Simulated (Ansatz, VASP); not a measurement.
# One calculation of Hf2TaN4, two programs

```
Hf Ta N
1.0
     0.00000    0.00002    3.15265
     3.23072   -4.39353   -0.00009
     3.23060    4.39347    0.00010
Hf Ta N
2 1 4
Direct
  0.50000 0.49999 0.00003
  0.50000 0.00002 0.50000
  0.00001 0.99997 0.99998
  0.00000 0.24276 0.75725
  0.00000 0.75725 0.24276
  0.49999 0.21684 0.21683
  0.50000 0.78317 0.78316
```

Change from the starting cell: cell x1, atoms moved at random (sigma 0.1 Å) and cell strained at random (1.5 %), then relaxed without symmetry.

Alike in both runs: functional PBE; k mesh 8 × 4 × 4; occupations gaussian, width 0.2 eV; no spin polarisation.

Ansatz relaxed the structure, and its values are those at the end. VASP's run is a single point on that final structure, the one shown.

```csv
,VASP,Ansatz
version,VASP 6.6.1,Ansatz 0.2.0
potentials or method,"VASP PAW PBE potentials, release 64 (Hf_pv, Ta_pv, N), cutoff 520 eV","scalar-relativistic, plane waves, PAW"
valence electrons in the cell,51,85
```

```tsv
	VASP	Ansatz	Ansatz less VASP
gap on the k mesh at the Fermi level (eV)	none	none	-
pressure (GPa)	-1.0	0.0	+1.04
rms of the force components (eV/Å)	0.016	0.000	-0.0158
```

A gap of «none» marks a metal or a gap that the smearing closes. VASP's potentials hold 51 valence electrons a cell and Ansatz's 85, so a difference there can come from the potentials and not from the codes.

Neither program's run includes spin-orbit coupling.
